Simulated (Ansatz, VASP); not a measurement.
**TlCo2: VASP beside Ansatz**

```
Tl Co
1.0
     0.00000    2.98850    2.98850
     2.98850    0.00000    2.98850
     2.98850    2.98850    0.00000
Tl Co
1 2
Direct
  0.00000 0.00000 0.00000
  0.25000 0.25000 0.25000
  0.75000 0.75000 0.75000
```

Alike in both runs: functional PBE; k mesh 14 × 14 × 14; occupations gaussian, width 0.1 eV; collinear spin.

Ansatz relaxed the structure, and its values are those at the end. VASP's run is a single point on that final structure, the one shown.

|  | VASP | Ansatz |
| --- | --- | --- |
| version | VASP 6.6.1 | Ansatz 0.2.0 |
| potentials or method | VASP PAW PBE potentials, release 64 (Tl_d, Co), cutoff 520 eV | scalar-relativistic, plane waves, PAW |
| valence electrons in the cell | 31 | 47 |

```csv
,VASP,Ansatz,Ansatz less VASP
gap on the k mesh at the Fermi level (eV),none,none,-
pressure (GPa),-0.1,0.0,+0.12
net moment per atom (μB),0.84,0.86,+0.019
size of the moment on the site where the two differ most (μB),0.08,0.03,-0.051
```

Site moments also hang on the region over which each program counts them. A gap of «none» marks a metal or a gap that the smearing closes. VASP's potentials hold 31 valence electrons a cell and Ansatz's 47, so a difference there can come from the potentials and not from the codes.

Spin-orbit coupling is off throughout.
